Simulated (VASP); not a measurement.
# BP (F-43m) in VASP: notebook

The runs below take BP through vibrations by perturbation theory, with LDA.

Program: VASP 6.6.1. These are calculated values, not measurements. Logs are shortened: lines on timing, memory, paths and dates and some standing lists are left out, and cuts for length are marked.

## (1) The cell of the first run

It takes space group F-43m (No. 216, cubic). Conventional cell: a = 4.474 Å, b = 4.474 Å, c = 4.474 Å, α = 90.00°, β = 90.00°, γ = 90.00°. Within 2.6 Å of B (site symmetry -43m) lie 4 P at 1.94 Å. P (site symmetry -43m) has 4 B at 1.94 Å within 2.6 Å.

## (2) Vibrations by perturbation theory, LDA

The input, INCAR:

```
SYSTEM = BP
PREC     = Accurate       ! precision mode
ENCUT    = 520            ! plane-wave cutoff, eV
EDIFF    = 1E-8           ! SCF threshold, eV
ISMEAR   = 0              ! smearing method
SIGMA    = 0.01           ! smearing width, eV
LREAL    = .FALSE.        ! projectors in reciprocal space
LASPH    = .TRUE.         ! aspherical terms in the spheres
NELM     = 100            ! most SCF steps
ALGO     = Normal         ! electronic algorithm
ISIF     = 2              ! what is computed and relaxed
LWAVE    = .FALSE.        ! write WAVECAR
LCHARG   = .TRUE.         ! write CHGCAR
IBRION   = 8              ! ionic algorithm
NSW      = 1              ! ionic steps
LEPSILON = .TRUE.         ! dielectric tensor by DFPT
```

The input, KPOINTS:

```
Automatic mesh
0
G
  10 10 10
  0 0 0
```

The input, POSCAR:

```
BP
1.0
    0.0000000000      2.2369126719      2.2369126719
    2.2369126719      0.0000000000      2.2369126719
    2.2369126719      2.2369126719      0.0000000000
B P
1 1
Direct
    0.0000000000      0.0000000000      0.0000000000
    0.7500000000      0.7500000000      0.7500000000
```

Potentials or basis: VASP PAW LDA potentials, release 64 (B, P).

Command:

```
> cat potpaw_LDA.64/B/POTCAR potpaw_LDA.64/P/POTCAR > POTCAR
> mpirun -np 1 vasp_std > vasp.out
```

OUTCAR:

```text
SYSTEM = BP
   PREC = Accurate
   ENCUT = 520
   EDIFF = 1E-8
   ISMEAR = 0
   LREAL = .FALSE.
   LASPH = .TRUE.
   NELM = 100
   ISIF = 2
   IBRION = 8
   NSW = 1
   LEPSILON = .TRUE.

 ion  position               nearest neighbor table
   1  0.000  0.000  0.000-   2 1.94   2 1.94   2 1.94   2 1.94
   2  0.750  0.750  0.750-   1 1.94   1 1.94   1 1.94   1 1.94

  LATTYP: Found a face centered cubic cell.
 ALAT       =     4.4738253438

  Lattice vectors:

 A1 = (   0.0000000000,   2.2369126719,   2.2369126719)
 A2 = (   2.2369126719,   0.0000000000,   2.2369126719)
 A3 = (   2.2369126719,   2.2369126719,   0.0000000000)

Analysis of symmetry for initial positions (statically):
=====================================================================
 Subroutine PRICEL returns:
 Original cell was already a primitive cell.

 Routine SETGRP: Setting up the symmetry group for a
 face centered cubic supercell.

 Subroutine GETGRP returns: Found 24 space group operations
 (whereof 24 operations were pure point group operations)
 out of a pool of 48 trial point group operations.

The static configuration has the point symmetry T_d .

Analysis of symmetry for dynamics (positions and initial velocities):
=====================================================================
 Subroutine PRICEL returns:
 Original cell was already a primitive cell.

 Routine SETGRP: Setting up the symmetry group for a
 face centered cubic supercell.

 Subroutine GETGRP returns: Found 24 space group operations
 (whereof 24 operations were pure point group operations)
 out of a pool of 48 trial point group operations.

The dynamic configuration has the point symmetry T_d .

 Subroutine INISYM returns: Found 24 space group operations
 (whereof 24 operations are pure point group operations),
 and found     1 'primitive' translations

----------------------------------------------------------------------------------------

                                     Primitive cell

  volume of cell :      22.3860

  direct lattice vectors                    reciprocal lattice vectors
     0.000000000  2.236912672  2.236912672    -0.223522360  0.223522360  0.223522360
     2.236912672  0.000000000  2.236912672     0.223522360 -0.223522360  0.223522360
     2.236912672  2.236912672  0.000000000     0.223522360  0.223522360 -0.223522360

  length of vectors
     3.163472238  3.163472238  3.163472238     0.387152085  0.387152085  0.387152085

  position of ions in fractional coordinates (direct lattice)
     0.000000000  0.000000000  0.000000000
     0.750000000  0.750000000  0.750000000

  ion indices of the primitive-cell ions
   primitive index   ion index
                 1           1
                 2           2

----------------------------------------------------------------------------------------

 KPOINTS: Automatic mesh

Automatic generation of k-mesh.
 Grid dimensions read from file:
 generate k-points for:   10   10   10

 Generating k-lattice:

[... 412 lines left out ...]

 Free energy of the ion-electron system (eV)
  ---------------------------------------------------
  ---------------------------------------------------
  free energy    TOTEN  =        -0.53994763 eV

  energy without entropy =       -0.53994763

------------------------ aborting loop because EDIFF is reached ----------------------------------------

--------------------------------------- Ionic step        2  -------------------------------------------

------------------------ aborting loop because EDIFF is reached ----------------------------------------

--------------------------------------- Ionic step        3  -------------------------------------------

------------------------ aborting loop because EDIFF is reached ----------------------------------------

 PIEZOELECTRIC TENSOR FIELD DIRECTION 3  (e Angst)
 -----------------------------------------------------------------------------
    -0.00060 -0.26182  0.00000           ( -0.00000 -0.07772  0.00000)
    -0.26182 -0.00060  0.00000           ( -0.07772 -0.00000  0.00000)
     0.00000  0.00000  0.00016           (  0.00000  0.00000 -0.00000)

 PIEZOELECTRIC TENSOR FIELD DIRECTION 3  (C/m^2)
 -----------------------------------------------------------------------------
    -0.00043 -0.18738  0.00000
    -0.18738 -0.00043  0.00000
     0.00000  0.00000  0.00012

--------------------------------------- Ionic step        4  -------------------------------------------

------------------------ aborting loop because EDIFF is reached ----------------------------------------

[... ionic steps 5 to 6 ...]

--------------------------------------- Ionic step        7  -------------------------------------------

 Free energy of the ion-electron system (eV)
  ---------------------------------------------------
  ---------------------------------------------------
  free energy    TOTEN  =        -0.04116696 eV

  energy without entropy =       -0.04116696

------------------------ aborting loop because EDIFF is reached ----------------------------------------

 INTERNAL STRAIN TENSOR  FOR ION    2  DIRECTION 1   (eV/Angst):
 -----------------------------------------------------------------------------
    -0.00880  0.00000  0.00000
     0.00000  0.00721  8.03524
     0.00000  8.03524  0.00721

 MACROSCOPIC STATIC DIELECTRIC TENSOR (including local field effects in DFT)
 ------------------------------------------------------
           9.275341     0.000000     0.000000
           0.000000     9.275341     0.000000
          -0.000000    -0.000000     9.275341
 ------------------------------------------------------

 PIEZOELECTRIC TENSOR (including local field effects)  for field in x, y, z        (e  Angst)
          XX          YY          ZZ          XY          YZ          ZX
  --------------------------------------------------------------------------------
  x     0.00000     0.00000    -0.00000     0.00000    -0.25772     0.00000
  y    -0.00000    -0.00000     0.00000     0.00000     0.00000    -0.25772
  z     0.00000    -0.00000    -0.00000    -0.25772     0.00000     0.00000

 PIEZOELECTRIC TENSOR (including local field effects)  for field in x, y, z        (C/m^2)
          XX          YY          ZZ          XY          YZ          ZX
  --------------------------------------------------------------------------------
  x     0.00000     0.00000    -0.00000     0.00000    -0.18445     0.00000
  y    -0.00000    -0.00000     0.00000     0.00000     0.00000    -0.18445
  z     0.00000    -0.00000    -0.00000    -0.18445     0.00000     0.00000

 BORN EFFECTIVE CHARGES (including local field effects) (in |e|, cummulative output)
 ---------------------------------------------------------------------------------
 ion    1
    1    -0.65737     0.00000     0.00000
    2    -0.00000    -0.65737     0.00000
    3    -0.00000    -0.00000    -0.65737
 ion    2
    1     0.65737     0.00000    -0.00000
    2     0.00000     0.65737    -0.00000
    3     0.00000     0.00000     0.65737

 INTERNAL STRAIN TENSOR FOR ION    2 for displacements in x,y,z  (eV/Angst):
          X           Y           Z          XY          YZ          ZX
  --------------------------------------------------------------------------------
  x    -0.00000     0.00000     0.00000     0.00000     8.03524     0.00000
  y     0.00000    -0.00000     0.00000     0.00000     0.00000     8.03524
  z     0.00000     0.00000    -0.00000     8.03524     0.00000     0.00000

 SECOND DERIVATIVES (NOT SYMMETRIZED)
 ------------------------------------
               1X          1Y          1Z          2X          2Y          2Z
  1X   -20.220098    0.000000    0.000000   20.220098    0.000000    0.000000
  1Y     0.000000  -20.220098    0.000000    0.000000   20.220098    0.000000
  1Z     0.000000    0.000000  -20.220098    0.000000    0.000000   20.220098
  2X    20.217803    0.000000    0.000000  -20.217803    0.000000    0.000000
  2Y     0.000000   20.217803    0.000000    0.000000  -20.217803    0.000000
  2Z     0.000000    0.000000   20.217803    0.000000    0.000000  -20.217803

 Eigenvectors and eigenvalues of the dynamical matrix
 ----------------------------------------------------

   1 f  =   24.832166 THz   156.025099 2PiTHz  828.311892 cm-1   102.697540 meV
             X         Y         Z           dx          dy          dz
      0.000000  0.000000  0.000000     0.000000    0.860983    0.000000
      3.355369  3.355369  3.355369     0.000000   -0.508633    0.000000
[... 21 lines left out ...]
   6 f/i=    0.000617 THz     0.003877 2PiTHz    0.020583 cm-1     0.002552 meV
             X         Y         Z           dx          dy          dz
      0.000000  0.000000  0.000000     0.000000    0.000000   -0.508633
      3.355369  3.355369  3.355369     0.000000    0.000000   -0.860983

--------------------------------------------------------------------------------------------------------

 MACROSCOPIC STATIC DIELECTRIC TENSOR IONIC CONTRIBUTION
 ------------------------------------------------------
           0.172762     0.000000    -0.000000
           0.000000     0.172762    -0.000000
          -0.000000    -0.000000     0.172762
 ------------------------------------------------------

 ELASTIC MODULI CONTR FROM IONIC RELAXATION (kBar)
 Direction    XX          YY          ZZ          XY          YZ          ZX
 --------------------------------------------------------------------------------
 XX          -0.0000      0.0000      0.0000     -0.0000      0.0000     -0.0000
 YY           0.0000     -0.0000      0.0000     -0.0000     -0.0000      0.0000
 ZZ           0.0000      0.0000     -0.0000      0.0000     -0.0000     -0.0000
 XY          -0.0000     -0.0000      0.0000   -241.8504      0.0000      0.0000
 YZ           0.0000     -0.0000     -0.0000      0.0000   -241.8504     -0.0000
 ZX          -0.0000      0.0000     -0.0000      0.0000     -0.0000   -241.8504
 --------------------------------------------------------------------------------

 PIEZOELECTRIC TENSOR IONIC CONTR  for field in x, y, z        (C/m^2)
          XX          YY          ZZ          XY          YZ          ZX
  --------------------------------------------------------------------------------
  x    -0.00000     0.00000     0.00000    -0.00000     0.19234     0.00000
  y     0.00000    -0.00000     0.00000    -0.00000     0.00000     0.19234
  z     0.00000     0.00000    -0.00000     0.19234    -0.00000    -0.00000
```

Wall time 66 s (1 thread of Intel Xeon Platinum 8559C (Emerald Rapids), shared host); peak memory 0.19 GiB.

Results:

- Electronic dielectric tensor (diagonal): 9.28
- Born charges (mean of the diagonal): B -0.66; P +0.66 e
- Highest phonon frequency at Γ, LO-TO splitting left out: 828 cm⁻¹

Phonon frequencies in cm⁻¹ (negative: imaginary):
```tsv
q point	frequencies
(0.000, 0.000, 0.000)	0 0 0 828 828 828
```

Electronic dielectric tensor:
```
9.28 0.00 0.00
0.00 9.28 0.00
0.00 0.00 9.28
```

Born effective charge tensors (e):
atom 1, B
```
-0.66  0.00  0.00
 0.00 -0.66  0.00
 0.00  0.00 -0.66
```
atom 2, P
```
0.66 0.00 0.00
0.00 0.66 0.00
0.00 0.00 0.66
```

Caveat: the cell wasn't relaxed at this level first, which shifts response properties.

## (3) Vibrations by perturbation theory, LDA

This run uses another cell than the first one, of 9.29 Å³/atom, 0.830 times its volume.

The input, INCAR:

```
SYSTEM = BP
PREC = Accurate ; ENCUT = 520
EDIFF = 1E-8 ; ISMEAR = 0
SIGMA = 0.01 ; LREAL = .FALSE.
LASPH = .TRUE. ; NELM = 80
ALGO = Normal ; ISIF = 2
LWAVE = .FALSE. ; LCHARG = .TRUE.
NBANDS = 11 ; IBRION = 8
NSW = 1 ; LEPSILON = .TRUE.
```

The input, KPOINTS:

```
regular mesh
0
G
  12 12 12
  0 0 0
```

The input, POSCAR:

```
BP
1.0
    0.0000000000      2.1021391087      2.1021391087
    2.1021391087      0.0000000000      2.1021391087
    2.1021391087      2.1021391087      0.0000000000
B P
1 1
Direct
    0.0000000000      0.0000000000      0.0000000000
    0.7500000000      0.7500000000      0.7500000000
```

Potentials or basis: VASP PAW LDA potentials, release 64 (B, P).

Command:

```
> cat potpaw_LDA.64/B/POTCAR potpaw_LDA.64/P/POTCAR > POTCAR
> mpirun -np 1 vasp_std > vasp.out
```

OUTCAR:

```text
SYSTEM = BP
   PREC = Accurate
   ENCUT = 520
   EDIFF = 1E-8
   ISMEAR = 0
   LREAL = .FALSE.
   LASPH = .TRUE.
   NELM = 80
   ISIF = 2
   IBRION = 8
   NSW = 1
   LEPSILON = .TRUE.

 ion  position               nearest neighbor table
   1  0.000  0.000  0.000-   2 1.82   2 1.82   2 1.82   2 1.82
   2  0.750  0.750  0.750-   1 1.82   1 1.82   1 1.82   1 1.82

  LATTYP: Found a face centered cubic cell.
 ALAT       =     4.2042782174

  Lattice vectors:

 A1 = (   0.0000000000,   2.1021391087,   2.1021391087)
 A2 = (   2.1021391087,   0.0000000000,   2.1021391087)
 A3 = (   2.1021391087,   2.1021391087,   0.0000000000)

Analysis of symmetry for initial positions (statically):
=====================================================================
 Subroutine PRICEL returns:
 Original cell was already a primitive cell.

 Routine SETGRP: Setting up the symmetry group for a
 face centered cubic supercell.

[... 634 lines left out ...]
 SECOND DERIVATIVES (NOT SYMMETRIZED)
 ------------------------------------
               1X          1Y          1Z          2X          2Y          2Z
  1X   -29.153697    0.000000    0.000000   29.153697    0.000000    0.000000
  1Y     0.000000  -29.153697    0.000000    0.000000   29.153697    0.000000
  1Z     0.000000    0.000000  -29.153697    0.000000    0.000000   29.153697
  2X    29.151863    0.000000    0.000000  -29.151863    0.000000    0.000000
  2Y     0.000000   29.151863    0.000000    0.000000  -29.151863    0.000000
  2Z     0.000000    0.000000   29.151863    0.000000    0.000000  -29.151863

 Eigenvectors and eigenvalues of the dynamical matrix
 ----------------------------------------------------

   1 f  =   29.817596 THz   187.349484 2PiTHz  994.607958 cm-1   123.315615 meV
             X         Y         Z           dx          dy          dz
      0.000000  0.000000  0.000000     0.000000    0.860978    0.000000
      3.153209  3.153209  3.153209     0.000000   -0.508642    0.000000
[... 21 lines left out ...]
   6 f/i=    0.000411 THz     0.002581 2PiTHz    0.013701 cm-1     0.001699 meV
             X         Y         Z           dx          dy          dz
      0.000000  0.000000  0.000000     0.000000    0.000000   -0.508642
      3.153209  3.153209  3.153209     0.000000    0.000000   -0.860978

--------------------------------------------------------------------------------------------------------

 MACROSCOPIC STATIC DIELECTRIC TENSOR IONIC CONTRIBUTION
 ------------------------------------------------------
           0.544912    -0.000000     0.000000
          -0.000000     0.544912    -0.000000
           0.000000    -0.000000     0.544912
 ------------------------------------------------------

 ELASTIC MODULI CONTR FROM IONIC RELAXATION (kBar)
 Direction    XX          YY          ZZ          XY          YZ          ZX
 --------------------------------------------------------------------------------
 XX          -0.0000     -0.0000     -0.0000      0.0000      0.0000     -0.0000
 YY          -0.0000     -0.0000     -0.0000      0.0000      0.0000     -0.0000
 ZZ          -0.0000     -0.0000     -0.0000      0.0000      0.0000     -0.0000
 XY           0.0000      0.0000      0.0000   -998.6135      0.0000      0.0000
 YZ           0.0000      0.0000      0.0000      0.0000   -998.6135      0.0000
 ZX          -0.0000     -0.0000     -0.0000      0.0000      0.0000   -998.6135
 --------------------------------------------------------------------------------

 PIEZOELECTRIC TENSOR IONIC CONTR  for field in x, y, z        (C/m^2)
          XX          YY          ZZ          XY          YZ          ZX
  --------------------------------------------------------------------------------
  x    -0.00000    -0.00000    -0.00000     0.00000     0.69412    -0.00000
  y     0.00000     0.00000     0.00000    -0.00000    -0.00000     0.69412
  z    -0.00000    -0.00000    -0.00000     0.69412     0.00000    -0.00000
```

OSZICAR:

```text
N       E                     dE             d eps       ncg     rms          rms(c)
DAV:   1     0.861154370198E+01    0.86115E+01   -0.42758E+03  1584   0.680E+02
DAV:   2    -0.146928943402E+02   -0.23304E+02   -0.22143E+02  2055   0.119E+02
DAV:   3    -0.153201309869E+02   -0.62724E+00   -0.62572E+00  1949   0.163E+01
DAV:   4    -0.153223409580E+02   -0.22100E-02   -0.22098E-02  1821   0.112E+00
[... 143 lines left out ...]
RMM:   7    -0.406100903686E-01   -0.79255E-06    0.30662E-08 10578   0.411E-04    0.189E-04
RMM:   8    -0.406095170313E-01    0.57334E-06    0.25692E-08 10739   0.764E-05    0.113E-04
RMM:   9    -0.406093449160E-01    0.17212E-06    0.17662E-07 10935   0.305E-05    0.998E-06
RMM:  10    -0.406093555974E-01   -0.10681E-07    0.28964E-08 10689   0.787E-06    0.465E-06
RMM:  11    -0.406093485622E-01    0.70351E-08   -0.46521E-09  9914   0.673E-06    0.274E-07
 Linear response finished
```

stdout:

```text
POSCAR found type information on POSCAR B P
 POSCAR found :  2 types and       2 ions
 scaLAPACK will be used
 LDA part: xc-table for (Slater(with rela. corr.)+CA(PZ))
 , standard interpolation
 POSCAR, INCAR and KPOINTS ok, starting setup
 FFT: planning ... GRIDC
 FFT: planning ... GRID_SOFT
 FFT: planning ... GRID
[... 24 lines left out ...]
 Linear response to external field, progress :
  Direction:   3
 dielectric tensor                  component  3 :     1.397     2.128     9.238
 Linear response DOF=           2
 Linear response progress:
 first order change of Fermi-energy  -0.13589E+02
 force on displaced ion       1 direction 1 : -29.154  -0.000  -0.000
 Born effective charge ion    1 direction 1 :  -1.281   0.000   0.000
 Linear response progress:
 first order change of Fermi-energy   0.13589E+02
 force on displaced ion       2 direction 1 : -29.152   0.000   0.000
 Born effective charge ion    2 direction 1 :   1.276   0.000   0.000
 Born effective charges drift removed
 Linear response finished
```

Wall time 2.8 min (1 thread of Intel Xeon Platinum 8375C at 2.90GHz (Ice Lake), shared host); peak memory 0.25 GiB.

Results:

```yaml
Electronic_dielectric_tensor_diagonal: 9.24
Born_charges_mean_of_the_diagonal: B -1.28; P +1.28 e
Highest_phonon_frequency_at_Γ_LO-TO_splitting_left_out: 995 cm⁻¹
```

Phonon frequencies in cm⁻¹ (negative: imaginary):
```csv
q point,frequencies
"(0.000, 0.000, 0.000)",0 0 0 995 995 995
```

Electronic dielectric tensor:
```
9.24 0.00 0.00
0.00 9.24 0.00
0.00 0.00 9.24
```

Born effective charge tensors (e):
atom 1, B
```
-1.28  0.00  0.00
 0.00 -1.28  0.00
 0.00  0.00 -1.28
```
atom 2, P
```
1.28 0.00 0.00
0.00 1.28 0.00
0.00 0.00 1.28
```

Caveat: the cell wasn't relaxed at this level first, which shifts response properties.

[end of part 1 of 2]
